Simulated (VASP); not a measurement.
A run of VASP 6.6.1 is set up as follows.

The input INCAR:

```
PREC = Accurate ; ENCUT = 520
EDIFF = 1E-6 ; ISMEAR = 0
SIGMA = 0.05 ; LREAL = F
LASPH = T ; NELM = 80
ALGO = Normal ; ISIF = 2
LWAVE = F ; LCHARG = F
NBANDS = 28
```

Contents of KPOINTS:

```
Automatic mesh
0
Gamma
  6 6 6
```

File POSCAR:

```
BaZrO3
1.0
    4.1474542849      0.0000000000      0.0000000000
    0.0000000000      4.1474542849      0.0000000000
    0.0000000000      0.0000000000      4.1474542849
Ba Zr O
1 1 3
Direct
    0.5000000000      0.5000000000      0.5000000000
    0.0000000000      0.0000000000      0.0000000000
    0.5000000000      0.0000000000      0.0000000000
    0.0000000000      0.5000000000      0.0000000000
    0.0000000000      0.0000000000      0.5000000000
```

Potentials or basis: VASP PAW LDA potentials, release 64 (Ba_sv, Zr_sv, O).

The run is started by

```console
$ cat potpaw_LDA.64/Ba_sv/POTCAR potpaw_LDA.64/Zr_sv/POTCAR potpaw_LDA.64/O/POTCAR > POTCAR
$ mpirun -np 1 vasp_std > vasp.out
```

Problem. What does it give for the band gap on the k mesh?

Solution. 3.13 eV, indirect (least direct gap 3.31 eV).

Problem. What does it give for the pressure?

Solution. 1.5 GPa.

Caveat: spin-orbit coupling is left out, which moves the levels of the heavy elements. Expect the measured gap to be larger: semilocal functionals such as LDA lack the derivative discontinuity.
